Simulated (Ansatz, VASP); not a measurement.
Two plane-wave programs on O

File INCAR:

```
ALGO = Normal
EDIFF = 1E-8
ENCUT = 910
GGA = PS
GGA_COMPAT = False
ISIF = 2
ISMEAR = -1
LASPH = True
LCHARG = False
LEFG = True
LREAL = False
LWAVE = False
NBANDS = 13
NELM = 120
PREC = Accurate
SIGMA = 0.02
```

File KPOINTS:

```
k-points
0
Gamma
  10 10 10
```

The input POSCAR:

```
O
1.0
    1.4233490221      0.8217709410      3.3401340000
   -1.4233490221      0.8217709410      3.3401340000
    0.0000000000     -1.6435418821      3.3401340000
O
2
Direct
    0.0577000000      0.0577000000      0.0577000000
    0.9423000000      0.9423000000      0.9423000000
```

Input for Ansatz:

```yaml
crystal:
  lattice:
    - [1.4233490221, 0.821770941, 3.340134]
    - [-1.4233490221, 0.821770941, 3.340134]
    - [0.0, -1.6435418821, 3.340134]
  atoms:
    - { symbol: O, position: [0.0577, 0.0577, 0.0577] }
    - { symbol: O, position: [0.9423, 0.9423, 0.9423] }
kpoints:
  mp_grid: { grid: [10, 10, 10] }
scf:
  occupations: { method: fermi_dirac, width: 0.02 }
hamiltonian:
  xc: pbesol
  pseudopotentials: { kind: paw }
output:
  forces: true
  stress: true
  eigenvalues: true
  efg: { contact_densities: true }
```

Change from the starting cell: zz strain of -2 %, PAW files.

Alike in both runs: task electric field gradients; functional PBEsol; k mesh 10 × 10 × 10; occupations fermi-dirac, width 0.02 eV; no spin polarisation.

|  | VASP | Ansatz |
| --- | --- | --- |
| version | VASP 6.6.1 | Ansatz 0.2.0 |
| potentials or method | VASP PAW PBE potentials, release 64 (O_h) | PAW with Ansatz's default frozen-core files, scalar-relativistic |
| plane-wave cutoff (eV) | 910 | 420 |
| valence electrons in the cell | 12 | 12 |

VASP gave:

```
rms of the force components (eV/Å)                   : 2.695
size of Vzz on the site where it differs most (V/Å²) : 105.6
```

**Question.** Which values does Ansatz return?

**Answer.** rms of the force components (eV/Å): 2.470; size of Vzz on the site where it differs most (V/Å²): 108.2.

VASP's potentials were made for PBE, not for PBEsol. Atom by atom the forces differ by 0.225 eV/Å (rms over components).

Noted on VASP's run: the cutoff is short for stress, so the pressure is rough; spin is off for a triplet molecule.
